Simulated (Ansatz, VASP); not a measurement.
TaF3 in VASP and in Ansatz

```
Ta F
1.0
     4.33433    0.00000    0.00000
    -2.16717    3.75364    0.00000
     0.00000    0.00000    2.86195
Ta F
1 3
Direct
  0.00000 0.00000 0.00000
  0.50000 0.00000 0.00000
  0.00000 0.50000 0.00000
  0.50000 0.50000 0.00000
```

Alike in both runs: functional PBE; k mesh 6 × 6 × 6; occupations gaussian, width 0.1 eV; no spin polarisation.

Ansatz relaxed the structure, and its values are those at the end. VASP's run is a single point on that final structure, the one shown.

```csv
,VASP,Ansatz
version,VASP 6.6.1,Ansatz 0.2.0
potentials or method,"VASP PAW PBE potentials, release 64 (Ta_sv_GW, F), cutoff 700 eV","scalar-relativistic, plane waves, PAW"
valence electrons in the cell,34,34
```

|  | VASP | Ansatz | Ansatz less VASP |
| --- | --- | --- | --- |
| gap on the k mesh at the Fermi level (eV) | none | none | - |
| pressure (GPa) | -0.7 | 0.0 | +0.65 |

A gap of «none» marks a metal or a gap that the smearing closes. The functional is the same, so the differences come from potentials, cutoffs and numerics.

The k mesh is coarse, so the values compare programs but aren't converged. Spin-orbit coupling is off throughout.
